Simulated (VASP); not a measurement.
Set up this calculation in VASP 6.6.1, as the native input.

```yaml
Task: single point
Functional: PBEsol
Potentials_or_basis: VASP PAW PBE potentials, release 64 (H)
Cutoff: 520 eV
k_mesh: 1 × 1 × 1
Occupations: gaussian, width 0.02 eV
Spin: no spin polarisation
Dipole_correction: no
Further_INCAR_settings: ALGO = Normal; EDIFF = 1e-07; NBANDS = 8
```

The structure of H2 lies in POSCAR:

```
H
1.0
    9.0000000000      0.0000000000      0.0000000000
    0.0000000000      9.5000000000      0.0000000000
    0.0000000000      0.0000000000     10.0000000000
H
2
Direct
    0.5000000000      0.5000000000      0.4621108108
    0.5000000000      0.5000000000      0.5378891892
```

These files were run (other wordings do the same):

INCAR

```
  PREC = Accurate
  ENCUT = 520
  EDIFF = 1E-7
  ISMEAR = 0
  SIGMA = 0.02
  LREAL = False
  LASPH = True
  NELM = 60
  ALGO = Normal
  ISIF = 2
  LWAVE = False
  LCHARG = False
  GGA = PS
  NBANDS = 8
```

KPOINTS

```
Automatic mesh
0
Gamma
  1 1 1
```

Potentials or basis: VASP PAW PBE potentials, release 64 (H).

Launch:

```console
$ cat potpaw_PBE.64/H/POTCAR > POTCAR
$ mpirun -np 1 vasp_gam > vasp.out
```

Results of the run:

```json
{"Largest force": "0.019 eV/Å", "Gap between the frontier levels": "9.94 eV"}
```

Caveat: the PAW data sets were made with another functional, which shifts forces and pressure a little.

It took 86 s on 1 thread of Intel Xeon 8259CL, with other jobs on the host, peak memory 0.66 GiB.
